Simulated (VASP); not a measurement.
# GaN (Cm) in VASP: single point with PBE

Aim: the single point of GaN with PBE.

Everything below comes from runs of VASP 6.6.1. Logs are shortened: lines on timing, memory, paths and dates and some standing lists are left out, and cuts for length are marked.

## 1. The cell of the first run

It takes space group Cm (No. 8, monoclinic). Conventional cell: a = 5.508 Å, b = 3.180 Å, c = 5.166 Å, α = 90.00°, β = 90.00°, γ = 90.00°. Ga (site symmetry m) has 4 N at 1.86 to 2.03 Å within 2.5 Å. Ga (site symmetry m) has 4 N at 1.86 to 2.00 Å within 2.5 Å. N (site symmetry m) has 4 Ga at 1.86 to 2.00 Å within 2.5 Å. Within 2.5 Å of N (site symmetry m) lie 4 Ga at 1.86 to 2.03 Å.

## 2. Single point, PBE

INCAR reads:

```
  ALGO = Normal
  EDIFF = 1E-6
  ENCUT = 520
  GGA = PE
  ISIF = 2
  ISMEAR = 0
  LASPH = T
  LCHARG = T
  LELF = T
  LREAL = F
  LVHAR = T
  LWAVE = F
  NBANDS = 26
  NELM = 60
  PREC = Accurate
  SIGMA = 0.05
```

KPOINTS reads:

```
k-points
0
Gamma
  12 12 6
```

POSCAR reads:

```
GaN
1.0
    3.1799996605      0.0000000000      0.0000000000
   -1.5899998303      2.7539604900      0.0000000000
    0.0000000000      0.0000000000      5.1660000000
Ga N
2 2
Direct
    0.3543703306      0.6771851653      0.0157777479
    0.6877036639      0.3438518319      0.5157777479
    0.3333333333      0.6666666667      0.3750000000
    0.6666666667      0.3333333333      0.8750000000
```

Potentials or basis: VASP PAW PBE potentials, release 64 (Ga_d, N).

On the command line:

```bash
> cat potpaw_PBE.64/Ga_d/POTCAR potpaw_PBE.64/N/POTCAR > POTCAR
> mpirun -np 1 vasp_std > vasp.out
```

OUTCAR:

```text
EDIFF = 1E-6
   ENCUT = 520
   GGA = PE
   ISIF = 2
   ISMEAR = 0
   LASPH = T
   LREAL = F
   NELM = 60
   PREC = Accurate

 ion  position               nearest neighbor table
   1  0.354  0.677  0.016-   3 1.86   4 1.95   4 1.95   4 2.03
   2  0.688  0.344  0.516-   4 1.86   3 1.92   3 2.00   3 2.00
   3  0.333  0.667  0.375-   1 1.86   2 1.92   2 2.00   2 2.00
   4  0.667  0.333  0.875-   2 1.86   1 1.95   1 1.95   1 2.03

  LATTYP: Found a hexagonal cell.
 ALAT       =     3.1799996605
 C/A-ratio  =     1.6245284753

  Lattice vectors:

 A1 = (   3.1799996605,   0.0000000000,   0.0000000000)
 A2 = (  -1.5899998303,   2.7539604900,   0.0000000000)
 A3 = (   0.0000000000,   0.0000000000,   5.1660000000)

Analysis of symmetry for initial positions (statically):
=====================================================================
 Subroutine PRICEL returns:
 Original cell was already a primitive cell.

 Routine SETGRP: Setting up the symmetry group for a
 hexagonal supercell.

 Subroutine GETGRP returns: Found  2 space group operations
 (whereof  2 operations were pure point group operations)
 out of a pool of 24 trial point group operations.

The static configuration has the point symmetry C_1h.

Analysis of symmetry for dynamics (positions and initial velocities):
=====================================================================
 Subroutine PRICEL returns:
 Original cell was already a primitive cell.

 Routine SETGRP: Setting up the symmetry group for a
 hexagonal supercell.

 Subroutine GETGRP returns: Found  2 space group operations
 (whereof  2 operations were pure point group operations)
 out of a pool of 24 trial point group operations.

The dynamic configuration has the point symmetry C_1h.

 Subroutine INISYM returns: Found  2 space group operations
 (whereof  2 operations are pure point group operations),
 and found     1 'primitive' translations

----------------------------------------------------------------------------------------

                                     Primitive cell

  volume of cell :      45.2417

  direct lattice vectors                    reciprocal lattice vectors
     3.179999661  0.000000000  0.000000000     0.314465442  0.181556708  0.000000000
    -1.589999830  2.753960490  0.000000000     0.000000000  0.363113416  0.000000000
     0.000000000  0.000000000  5.166000000     0.000000000  0.000000000  0.193573364
[... 87 lines left out ...]
   NELM   =     60;   NELMIN=  2; NELMDL= -5     # of ELM steps
   EDIFF  = 0.1E-05   stopping-criterion for ELM
   LREAL  =      F    real-space projection
   EDIFFG = 0.1E-04   stopping-criterion for IOM
   NSW    =      0    number of steps for IOM
   IBRION =     -1    ionic relax: 0-MD 1-quasi-New 2-CG
   NFREE  =      0    steps in history (QN), initial steepest desc. (CG)
   ISIF   =      2    stress and relaxation
   ISYM   =      2    0-nonsym 1-usesym 2-fastsym
   POTIM  = 0.5000    time-step for ionic-motion
   TEBEG  =    0.0;   TEEND  =   0.0 temperature during run
   PSTRESS=    0.0 pullay stress
   NELECT =      36.0000    total number of electrons
   NUPDOWN=      -1.0000    fix difference up-down
   EMIN   =  10.00;   EMAX   =-10.00  energy-range for DOS
   EFERMI =   0.00;   METHOD = LEGACY
   ISMEAR =     0;   SIGMA  =   0.05  broadening in eV -4-tet -1-fermi 0-gaus
   EFERMI_NEDOS =   21; number of points for ismear=-14 and -15
   IALGO  =     38    algorithm
   IMIX   =      4    mixing-type and parameters
     AMIX     =   0.40;   BMIX     =  1.00
     AMIX_MAG =   1.60;   BMIX_MAG =  1.00
  volume/ion in A,a.u.               =      11.31        76.33
  Fermi-wavevector in a.u.,A,eV,Ry     =   1.517036  2.866783 31.312431  2.301399
  Thomas-Fermi vector in A             =   2.626346
   LORBIT       =      0    0 simple, 1 ext, 2 COOP (PROOUT), +10 PAW based schemes
   GGA     = PE    functional components
   LHFCALC =     F    Hartree Fock is set to
   AEXX    =    0.0000 exact exchange contribution
   IVDW    =     0    specifies the selected vdW correction
   LEPSILON=     F    determine dielectric tensor
   LRPA    =     F    only Hartree local field effects (RPA)
 non-spin polarized calculation
 Gauss-broadening in eV      SIGMA  =   0.05
  energy-cutoff  :      520.00
  volume of cell :       45.24
 maximum number of plane-waves:      1236
   NGX = 11   NGY = 11   NGZ = 19

 number of electron      36.0000003 magnetization

 Free energy of the ion-electron system (eV)
  ---------------------------------------------------
  ext. energy  EPLUGINS =         0.00000000
  ---------------------------------------------------
  free energy    TOTEN  =       -24.13219297 eV

  energy without entropy =      -24.13219297  energy(sigma->0) =      -24.13219297

 E-fermi :   5.7968     XC(G=0): -11.7239

 val. band max:        5.5361713351   @ k =   0.0000   0.0000   0.0000
 cond. band min:       7.3901265703   @ k =   0.0000   0.0000   0.0000
 fundamental gap:      1.8539552351
 Fermi energy:         5.7968316458

 k-point     1 :       0.0000    0.0000    0.0000
  band No.  band energies     occupation
      1     -10.6777      2.00000
      2      -9.6738      2.00000
      3      -8.0709      2.00000
      4      -8.0084      2.00000
      5      -7.9959      2.00000
      6      -7.9397      2.00000
[... 685 lines left out ...]
     25      17.2918      0.00000
     26      18.9777      0.00000

 [... further k-points ...]

------------------------ aborting loop because EDIFF is reached ----------------------------------------

  FORCE on cell =-STRESS in cart. coord.  units (eV):
  Direction    XX          YY          ZZ          XY          YZ          ZX
  --------------------------------------------------------------------------------------
  -------------------------------------------------------------------------------------
  Total        1.1498161      1.0955956      4.9998957      0.0469563     -0.3471477     -0.6012792
  in kB       40.7192523     38.7991030    177.0648476      1.6628981    -12.2937882    -21.2935258
  external PRESSURE =      85.5277343 kB  Pullay stress =       0.0000000 kB

 VOLUME and BASIS-vectors are now :
 -----------------------------------------------------------------------------
  energy-cutoff  :      520.00
  volume of cell :       45.24
      direct lattice vectors                 reciprocal lattice vectors
     3.179999661  0.000000000  0.000000000     0.314465442  0.181556708  0.000000000
    -1.589999830  2.753960490  0.000000000     0.000000000  0.363113416  0.000000000
     0.000000000  0.000000000  5.166000000     0.000000000  0.000000000  0.193573364

 POSITION                                       TOTAL-FORCE (eV/Angst)
 -----------------------------------------------------------------------------------
      0.05017      1.86494      0.08151        -0.452462     -0.261229     -1.359645
      1.64017      0.94695      2.66451        -0.553080     -0.319321     -1.353604
     -0.00000      1.83597      1.93725         0.557348      0.321785      1.353642
      1.59000      0.91799      4.52025         0.448194      0.258765      1.359606
 -----------------------------------------------------------------------------------
    total drift:                                0.000042      0.000023     -0.000174

  FREE ENERGIE OF THE ION-ELECTRON SYSTEM (eV)
  ---------------------------------------------------
  free  energy   TOTEN  =       -24.1321929658 eV

  energy  without entropy=      -24.1321929658  energy(sigma->0) =      -24.13219297
```

stdout:

```text
POSCAR found type information on POSCAR GaN
 POSCAR found :  2 types and       4 ions
 scaLAPACK will be used
 LDA part: xc-table for (Slater+PW92), standard interpolation
 POSCAR, INCAR and KPOINTS ok, starting setup
 FFT: planning ... GRIDC
 FFT: planning ... GRID_SOFT
 FFT: planning ... GRID
 WAVECAR not read
 entering main loop
```

Run time: 2.6 min. Hardware: 1 thread of Intel Xeon Platinum 8259CL at 2.50GHz (Skylake/Cascade Lake), shared host; peak memory 0.34 GiB.

What came out:

```yaml
Free_energy: -24.1322 eV
Pressure: 8.6 GPa
Largest_force: 1.499 eV/Å
Band_gap_on_the_k_mesh: 1.85 eV
```

Forces on the atoms (eV/Å):
```
Ga  -0.452 -0.261 -1.360
Ga  -0.553 -0.319 -1.354
N    0.557  0.322  1.354
N    0.448  0.259  1.360
```

Caveat: the cell differs from its parent crystal (all Ga atoms moved -0.100 Å, as atom 1 towards its neighbour atom 2 (Ga) at 3.169 Å); the stress differs along the axes, from 4 to 18 GPa; forces of over 1 eV/Å act on the atoms, so gaps and moduli don't describe the material at rest.
